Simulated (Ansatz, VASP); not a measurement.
B in VASP and in Ansatz

```
CELL_PARAMETERS angstrom
-1.17892 1.17892 1.17892
1.17892 -1.17892 1.17892
1.17892 1.17892 -1.17892
ATOMIC_POSITIONS crystal
B 0.00000 0.00000 0.00000
```

Alike in both runs: task relaxation of cell and atoms; functional PBE; k mesh 18 × 18 × 18; occupations fermi-dirac, width 0.1 eV; no spin polarisation.

|  | VASP | Ansatz |
| --- | --- | --- |
| version | VASP 6.6.1 | Ansatz 0.2.0 |
| potentials or method | VASP PAW PBE potentials, release 64 (B), cutoff 600 eV | plane waves (420 eV) with PAW, scalar-relativistic |
| valence electrons in the cell | 3 | 3 |

```tsv
	VASP	Ansatz	Ansatz less VASP
relaxed volume (Å³/atom)	6.14	6.15	+0.005
relaxed cell length with the largest relative difference (Å)	1.998	1.999	+0.0006
```
